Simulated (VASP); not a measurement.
Write the native input for VASP 6.6.1 that does the following.

```yaml
Task: single point
Functional: PBE
Potentials_or_basis: VASP PAW PBE potentials, release 64 (Ta_pv, As)
Cutoff: 520 eV
k_mesh: 11 × 11 × 11
Occupations: fermi-dirac, width 0.05 eV
Spin: no spin polarisation
Dipole_correction: no
Further_INCAR_settings: ALGO = Normal; EDIFF = 1e-06; NBANDS = 24
```

The structure of TaAs lies in POSCAR:

```
TaAs
1.0
   -1.7102572196      1.7102572196      5.8285581915
    1.7102572196     -1.7102572196      5.8285581915
    1.7102572196      1.7102572196     -5.8285581915
Ta As
2 2
Direct
    0.4999673000      0.4999673000      0.0000000000
    0.2499673000      0.7499673000      0.5000000000
    0.0826321200      0.0826321200      0.0000000000
    0.8326321200      0.3326321200      0.5000000000
```

These files were run (other wordings do the same):

INCAR

```
PREC = Accurate
ENCUT = 520
EDIFF = 1E-6
ISMEAR = -1
SIGMA = 0.05
LREAL = False
LASPH = True
NELM = 60
ALGO = Normal
ISIF = 2
LWAVE = False
LCHARG = False
GGA = PE
NBANDS = 24
```

KPOINTS

```
regular mesh
0
Gamma
  11 11 11
```

Potentials or basis: VASP PAW PBE potentials, release 64 (Ta_pv, As).

The run is started by

```console
$ cat potpaw_PBE.64/Ta_pv/POTCAR potpaw_PBE.64/As/POTCAR > POTCAR
$ mpirun -np 1 vasp_std > vasp.out
```

It gave:

* Pressure: 6.6 GPa
* Largest force: 0.038 eV/Å
* Band gap on the k mesh: 0.01 eV (least direct gap 0.03 eV)

Caveat: the cell stands under pressure; the smearing spreads over this small gap; spin-orbit coupling is left out, which moves the levels of the heavy elements.

It took 2.8 min on 1 thread of Intel(R) Xeon(R) 6975P-C (Granite Rapids), on a shared host, peak memory 0.44 GiB.
